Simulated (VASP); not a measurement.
# C (Fd-3m) in VASP: a series of runs

Aim: see how the results for C move with the level of theory and the settings. Levels: PBEsol, r2SCAN. Tasks: single point.

Program: VASP 6.6.1. These are calculated values, not measurements. Logs are shortened: lines on timing, memory, paths and dates and some standing lists are left out, and cuts for length are marked.

**1. The cell of the first run**

It takes space group Fd-3m (No. 227, cubic). Conventional cell: a = 3.571 Å, b = 3.571 Å, c = 3.571 Å, α = 90.00°, β = 90.00°, γ = 90.00°. C (site symmetry -43m) has 4 C at 1.55 Å within 2.1 Å.

**2. Single point, PBEsol**

The input, INCAR:

```
SYSTEM = C
ALGO = Normal
EDIFF = 1E-6
ENCUT = 600
GGA = PS
GGA_COMPAT = .False.
ISIF = 2
ISMEAR = 0
LASPH = .True.
LCHARG = .False.
LREAL = .False.
LWAVE = .False.
NBANDS = 11
NELM = 120
PREC = Accurate
SIGMA = 0.02
```

The input, KPOINTS:

```
k-points
0
Gamma
  12 12 12
  0 0 0
```

The input, POSCAR:

```
C
1.0
    0.0000000000      1.7857368639      1.7857368639
    1.7857368639      0.0000000000      1.7857368639
    1.7857368639      1.7857368639      0.0000000000
C
2
Direct
    0.0000000000      0.0000000000      0.0000000000
    0.2500000000      0.2500000000      0.2500000000
```

Potentials or basis: VASP PAW PBE potentials, release 64 (C).

Started as:

```console
$ cat potpaw_PBE.64/C/POTCAR > POTCAR
$ mpirun -np 1 vasp_std > vasp.out
```

OUTCAR:

```text
SYSTEM = C
   EDIFF = 1E-6
   ENCUT = 600
   GGA = PS
   ISIF = 2
   ISMEAR = 0
   LASPH = .True.
   LREAL = .False.
   NELM = 120
   PREC = Accurate

 ion  position               nearest neighbor table
   1  0.000  0.000  0.000-   2 1.55   2 1.55   2 1.55   2 1.55
   2  0.250  0.250  0.250-   1 1.55   1 1.55   1 1.55   1 1.55

  LATTYP: Found a face centered cubic cell.
 ALAT       =     3.5714737278

  Lattice vectors:

 A1 = (   0.0000000000,   1.7857368639,   1.7857368639)
 A2 = (   1.7857368639,   0.0000000000,   1.7857368639)
 A3 = (   1.7857368639,   1.7857368639,   0.0000000000)

Analysis of symmetry for initial positions (statically):
=====================================================================
 Subroutine PRICEL returns:
 Original cell was already a primitive cell.

 Routine SETGRP: Setting up the symmetry group for a
 face centered cubic supercell.

 Subroutine GETGRP returns: Found 48 space group operations
 (whereof 24 operations were pure point group operations)
 out of a pool of 48 trial point group operations.

The static configuration has the point symmetry T_d .
 The point group associated with its full space group is O_h .

Analysis of symmetry for dynamics (positions and initial velocities):
=====================================================================
 Subroutine PRICEL returns:
 Original cell was already a primitive cell.

 Routine SETGRP: Setting up the symmetry group for a
 face centered cubic supercell.

 Subroutine GETGRP returns: Found 48 space group operations
 (whereof 24 operations were pure point group operations)
 out of a pool of 48 trial point group operations.

The dynamic configuration has the point symmetry T_d .
 The point group associated with its full space group is O_h .

 Subroutine INISYM returns: Found 48 space group operations
 (whereof 24 operations are pure point group operations),
 and found     1 'primitive' translations

----------------------------------------------------------------------------------------

                                     Primitive cell

  volume of cell :      11.3889

  direct lattice vectors                    reciprocal lattice vectors
     0.000000000  1.785736864  1.785736864    -0.279996460  0.279996460  0.279996460
     1.785736864  0.000000000  1.785736864     0.279996460 -0.279996460  0.279996460
     1.785736864  1.785736864  0.000000000     0.279996460  0.279996460 -0.279996460

  length of vectors
     2.525413292  2.525413292  2.525413292     0.484968094  0.484968094  0.484968094

  position of ions in fractional coordinates (direct lattice)
     0.000000000  0.000000000  0.000000000
     0.250000000  0.250000000  0.250000000

  ion indices of the primitive-cell ions
   primitive index   ion index
                 1           1
                 2           2

----------------------------------------------------------------------------------------

 KPOINTS: k-points

Automatic generation of k-mesh.
 Grid dimensions read from file:
 generate k-points for:   12   12   12

 Generating k-lattice:

  Cartesian coordinates                     Fractional coordinates (reciprocal lattice)
    -0.023333038  0.023333038  0.023333038     0.083333333  0.000000000  0.000000000
     0.023333038 -0.023333038  0.023333038     0.000000000  0.083333333  0.000000000
     0.023333038  0.023333038 -0.023333038     0.000000000  0.000000000  0.083333333

  Length of vectors
     0.040414008  0.040414008  0.040414008

  Shift w.r.t. Gamma in fractional coordinates (k-lattice)
     0.000000000  0.000000000  0.000000000

 Subroutine IBZKPT returns following result:
 ===========================================

 Found     72 irreducible k-points:

 Following reciprocal coordinates:
            Coordinates               Weight
  0.000000  0.000000  0.000000      1.000000
  0.083333  0.000000  0.000000      8.000000
  0.166667  0.000000  0.000000      8.000000
  0.250000  0.000000  0.000000      8.000000
  0.333333  0.000000  0.000000      8.000000
  0.416667  0.000000  0.000000      8.000000
[... 16 lines left out ...]
  0.500000  0.166667  0.000000     24.000000
 -0.416667  0.166667  0.000000     24.000000
 [... further k-points ...]
   k-points           NKPTS =     72   k-points in BZ     NKDIM =     72   number of bands    NBANDS=     11
   number of dos      NEDOS =    301   number of ions     NIONS =      2
   total plane-waves  NPLWV =   8000
   dimension x,y,z NGX =    20 NGY =   20 NGZ =   20
   dimension x,y,z NGXF=    40 NGYF=   40 NGZF=   40
   ions per type =               2
   NGX,Y,Z   is equivalent  to a cutoff of  13.17, 13.17, 13.17 a.u.
   NGXF,Y,Z  is equivalent  to a cutoff of  26.33, 26.33, 26.33 a.u.
 SYSTEM =  C
   PREC   = accura    normal or accurate (medium, high low for compatibility)
   ISTART =      0    job   : 0-new  1-cont  2-samecut
   ICHARG =      2    charge: 1-file 2-atom 10-const
   ISPIN  =      1    spin polarized calculation?
   LNONCOLLINEAR =      F non collinear calculations
   LSORBIT =      F    spin-orbit coupling
   LASPH  =      T    aspherical Exc in radial PAW
   ENCUT  =  600.0 eV  44.10 Ry    6.64 a.u.   5.04  5.04  5.04*2*pi/ulx,y,z
   NELM   =    120;   NELMIN=  2; NELMDL= -5     # of ELM steps
   EDIFF  = 0.1E-05   stopping-criterion for ELM
   LREAL  =      F    real-space projection
   EDIFFG = 0.1E-04   stopping-criterion for IOM
   NSW    =      0    number of steps for IOM
   IBRION =     -1    ionic relax: 0-MD 1-quasi-New 2-CG
   NFREE  =      0    steps in history (QN), initial steepest desc. (CG)
   ISIF   =      2    stress and relaxation
   ISYM   =      2    0-nonsym 1-usesym 2-fastsym
   POTIM  = 0.5000    time-step for ionic-motion
   TEBEG  =    0.0;   TEEND  =   0.0 temperature during run
   PSTRESS=    0.0 pullay stress
   NELECT =       8.0000    total number of electrons
   NUPDOWN=      -1.0000    fix difference up-down
   EMIN   =  10.00;   EMAX   =-10.00  energy-range for DOS
   EFERMI =   0.00;   METHOD = LEGACY
   ISMEAR =     0;   SIGMA  =   0.02  broadening in eV -4-tet -1-fermi 0-gaus
   EFERMI_NEDOS =   21; number of points for ismear=-14 and -15
   IALGO  =     38    algorithm
   IMIX   =      4    mixing-type and parameters
     AMIX     =   0.40;   BMIX     =  1.00
     AMIX_MAG =   1.60;   BMIX_MAG =  1.00
  volume/ion in A,a.u.               =       5.69        38.43
  Fermi-wavevector in a.u.,A,eV,Ry     =   1.455272  2.750064 28.814625  2.117815
  Thomas-Fermi vector in A             =   2.572325
   LORBIT       =      0    0 simple, 1 ext, 2 COOP (PROOUT), +10 PAW based schemes
   GGA     = PS    functional components
   LHFCALC =     F    Hartree Fock is set to
   AEXX    =    0.0000 exact exchange contribution
   IVDW    =     0    specifies the selected vdW correction
   LEPSILON=     F    determine dielectric tensor
   LRPA    =     F    only Hartree local field effects (RPA)
 non-spin polarized calculation
 Gauss-broadening in eV      SIGMA  =   0.02
  energy-cutoff  :      600.00
  volume of cell :       11.39
 maximum number of plane-waves:       392
   NGX =  9   NGY =  9   NGZ =  9

 number of electron       7.9999999 magnetization

 Free energy of the ion-electron system (eV)
  ---------------------------------------------------
  ext. energy  EPLUGINS =         0.00000000
  ---------------------------------------------------
  free energy    TOTEN  =       -19.25190572 eV

  energy without entropy =      -19.25190572  energy(sigma->0) =      -19.25190572

 E-fermi :   9.8278     XC(G=0): -13.4132

 val. band max:        9.6506571886   @ k =   0.0000   0.0000   0.0000
 cond. band min:      13.6772607544   @ k =   0.3333   0.3333   0.0000
 fundamental gap:      4.0266035658
 Fermi energy:         9.8277773532

 k-point     1 :       0.0000    0.0000    0.0000
  band No.  band energies     occupation
      1     -11.8172      2.00000
      2       9.6507      2.00000
      3       9.6507      2.00000
      4       9.6507      2.00000
      5      15.1792      0.00000
      6      15.1792      0.00000
      7      15.1792      0.00000
      8      22.9283      0.00000
      9      28.5577      0.00000
     10      36.0752      0.00000
     11      36.0752      0.00000

 k-point     2 :       0.0833    0.0000    0.0000
  band No.  band energies     occupation
      1     -11.6251      2.00000
      2       8.4196      2.00000
      3       9.3263      2.00000
      4       9.3263      2.00000
      5      15.6031      0.00000
      6      15.6031      0.00000
      7      15.8937      0.00000
      8      23.0857      0.00000
      9      28.8833      0.00000
     10      33.8559      0.00000
     11      33.8559      0.00000

 k-point     3 :       0.1667    0.0000    0.0000
  band No.  band energies     occupation
      1     -11.0505      2.00000
      2       5.8847      2.00000
      3       8.6241      2.00000
      4       8.6241      2.00000
      5      16.5213      0.00000
      6      16.5213      0.00000
      7      16.9785      0.00000
      8      23.5364      0.00000
      9      29.5662      0.00000
     10      32.2531      0.00000
     11      32.2531      0.00000

 k-point     4 :       0.2500    0.0000    0.0000
  band No.  band energies     occupation
      1     -10.1019      2.00000
      2       3.0462      2.00000
      3       7.9016      2.00000
      4       7.9016      2.00000
      5      17.3717      0.00000
      6      17.3717      0.00000
      7      17.7276      0.00000
      8      24.1606      0.00000
      9      30.0112      0.00000
     10      31.8361      0.00000
     11      31.8361      0.00000

 k-point     5 :       0.3333    0.0000    0.0000
  band No.  band energies     occupation
      1      -8.7992      2.00000
      2       0.2640      2.00000
      3       7.3290      2.00000
      4       7.3290      2.00000
      5      17.8484      0.00000
      6      17.8484      0.00000
      7      18.1538      0.00000
      8      24.7217      0.00000
      9      30.2723      0.00000
     10      32.6680      0.00000
     11      32.6680      0.00000
[... 211 lines left out ...]
 k-point    21 :       0.3333    0.1667    0.0000
  band No.  band energies     occupation
      1      -9.0376      2.00000
      2       2.4222      2.00000
      3       5.8043      2.00000
      4       6.2240      2.00000
      5      15.5642      0.00000
      6      20.3701      0.00000
      7      20.4354      0.00000
      8      21.2493      0.00000
      9      30.3952      0.00000
     10      31.0098      0.00000
     11      36.4867      0.00000

 k-point    22 :       0.4167    0.1667    0.0000
  band No.  band energies     occupation
      1      -7.6418      2.00000
      2      -0.1356      2.00000
      3       5.3764      2.00000
      4       5.5871      2.00000
      5      16.2100      0.00000
      6      20.5615      0.00000
      7      20.6945      0.00000
      8      22.1627      0.00000
      9      30.4430      0.00000
     10      31.9038      0.00000
     11      36.8363      0.00000

 k-point    23 :       0.5000    0.1667    0.0000
  band No.  band energies     occupation
      1      -6.0483      2.00000
      2      -2.3887      2.00000
      3       4.6560      2.00000
      4       5.6762      2.00000
      5      16.6198      0.00000
      6      20.2863      0.00000
      7      20.8056      0.00000
      8      23.7708      0.00000
      9      29.5221      0.00000
     10      33.2440      0.00000
     11      36.0159      0.00000

 k-point    24 :      -0.4167    0.1667    0.0000
  band No.  band energies     occupation
      1      -5.6092      2.00000
      2      -2.9144      2.00000
      3       4.1665      2.00000
      4       6.0567      2.00000
      5      17.0573      0.00000
      6      19.7973      0.00000
      7      20.7773      0.00000
      8      24.9380      0.00000
      9      28.8269      0.00000
     10      33.6214      0.00000
     11      33.9659      0.00000

 [... further k-points ...]

------------------------ aborting loop because EDIFF is reached ----------------------------------------

  FORCE on cell =-STRESS in cart. coord.  units (eV):
  Direction    XX          YY          ZZ          XY          YZ          ZX
  --------------------------------------------------------------------------------------
  -------------------------------------------------------------------------------------
  Total       -0.4353085     -0.4353085     -0.4353085     -0.0000000     -0.0000000     -0.0000000
  in kB      -61.2386072    -61.2386072    -61.2386072     -0.0000000     -0.0000000     -0.0000000
  external PRESSURE =     -61.2386072 kB  Pullay stress =       0.0000000 kB

 VOLUME and BASIS-vectors are now :
 -----------------------------------------------------------------------------
  energy-cutoff  :      600.00
  volume of cell :       11.39
      direct lattice vectors                 reciprocal lattice vectors
     0.000000000  1.785736864  1.785736864    -0.279996460  0.279996460  0.279996460
     1.785736864  0.000000000  1.785736864     0.279996460 -0.279996460  0.279996460
     1.785736864  1.785736864  0.000000000     0.279996460  0.279996460 -0.279996460

 POSITION                                       TOTAL-FORCE (eV/Angst)
 -----------------------------------------------------------------------------------
      0.00000      0.00000      0.00000         0.000000      0.000000     -0.000000
      0.89287      0.89287      0.89287        -0.000000     -0.000000      0.000000
 -----------------------------------------------------------------------------------
    total drift:                                0.000000      0.000000      0.000000

  FREE ENERGIE OF THE ION-ELECTRON SYSTEM (eV)
  ---------------------------------------------------
  free  energy   TOTEN  =       -19.2519057226 eV

  energy  without entropy=      -19.2519057226  energy(sigma->0) =      -19.25190572
```

Wall time 7.7 s (1 thread of Intel Xeon Platinum 8259CL at 2.50GHz (Skylake/Cascade Lake), shared host); peak memory 0.12 GiB.

Results:

```
Free energy            : -19.2519 eV
Pressure               : -6.1 GPa
Band gap on the k mesh : 4.03 eV (least direct gap 5.53 eV)
```

Caveat: the cell stands under tension; the PAW data sets were made with another functional, which shifts forces and pressure a little. A k mesh can miss the band edges.

**3. Single point, r2SCAN**

POSCAR is that of step 2.

The input, INCAR.step1:

```
ALGO = Normal
EDIFF = 1E-5
ENCUT = 660
GGA = PE
GGA_COMPAT = False
ISMEAR = 0
LASPH = True
LCHARG = False
LREAL = False
LWAVE = True
NBANDS = 11
NELM = 120
PREC = Accurate
SIGMA = 0.02
```

The input, INCAR.step2:

```
ALGO = Normal
EDIFF = 1E-6
ENCUT = 660
GGA_COMPAT = False
ISIF = 2
ISMEAR = 0
ISTART = 1
LASPH = True
LCHARG = True
LELF = True
LMIXTAU = True
LREAL = False
LVHAR = True
LWAVE = False
METAGGA = R2SCAN
NBANDS = 11
NELM = 120
PREC = Accurate
SIGMA = 0.02
```

The input, KPOINTS:

```
k-points
0
Gamma
  12 12 12
```

Potentials or basis: VASP PAW PBE potentials, release 64 (C).

Started as:

```console
$ cat potpaw_PBE.64/C/POTCAR > POTCAR
$ cp INCAR.step1 INCAR
$ mpirun -np 1 vasp_std > vasp.out
$ cp INCAR.step2 INCAR
$ mpirun -np 1 vasp_std > vasp.out
```

Run time: 36 s. Hardware: 1 thread of Intel Xeon Platinum 8259CL at 2.50GHz (Skylake/Cascade Lake), shared host; peak memory 0.14 GiB.

The run converged. Its results:

- Free energy: -19.6684 eV
- Pressure: -4.1 GPa
- Band gap on the k mesh: 4.33 eV (least direct gap 5.83 eV)

Levels at points of the mesh, in eV from the valence-band top:
| k point | band 1 | band 2 | band 3 | band 4 | band 5 | band 6 | band 7 | band 8 | band 9 |
| --- | --- | --- | --- | --- | --- | --- | --- | --- | --- |
| (0.00, 0.00, 0.00) | -22.64 | 0.00 | 0.00 | 0.00 | 5.82 | 5.82 | 5.82 | 13.72 | 20.34 |
| (0.50, 0.00, 0.00) | -16.72 | -14.00 | -2.97 | -2.97 | 8.86 | 8.86 | 9.07 | 16.66 | 23.14 |
| (0.50, 0.50, 0.00) | -13.56 | -13.56 | -6.63 | -6.63 | 4.99 | 4.99 | 17.81 | 17.81 | 24.53 |

Caveat: the cell stands under tension; the PAW data sets were made with another functional, which shifts forces and pressure a little. r2SCAN opens gaps a little over a GGA but as a rule still falls short of measured ones.
